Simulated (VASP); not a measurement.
## RbBr: single point with PBE

Crystal: RbBr.

```
Rb Br
1.0
     0.00000    3.43705    3.43705
     3.43705    0.00000    3.43705
     3.43705    3.43705    0.00000
Rb Br
1 1
Direct
  0.00000 0.00000 0.00000
  0.50000 0.50000 0.50000
```

This cell differs from its parent crystal: volume scaled by 0.94.

```json
{
  "Program": "VASP 6.6.1",
  "Task": "single point",
  "Functional": "PBE",
  "Potentials or basis": "VASP PAW PBE potentials, release 64 (Rb_sv, Br)",
  "Cutoff": "520 eV",
  "k mesh": "6 × 6 × 6",
  "Occupations": "gaussian, width 0.02 eV",
  "Spin": "no spin polarisation"
}
```

```
Pressure               : 0.9 GPa
Band gap on the k mesh : 4.34 eV, direct
```

Levels at points of the mesh, in eV from the valence-band top:
```csv
k point,band 4,band 5,band 6,band 7,band 8,band 9,band 10,band 11,band 12,band 13
"(0.00, 0.00, 0.00)",-8.51,-8.51,0.00,0.00,0.00,4.34,7.28,7.28,7.28,8.16
"(0.50, 0.00, 0.00)",-8.52,-8.46,-0.97,-0.35,-0.35,6.79,7.69,9.46,9.46,10.14
"(0.50, 0.50, 0.00)",-8.58,-8.58,-0.47,-0.16,-0.16,5.62,7.10,9.16,9.19,9.40
```

It took 35 s on 1 thread of Intel Xeon 6975P-C, on a shared host, peak memory 0.21 GiB.
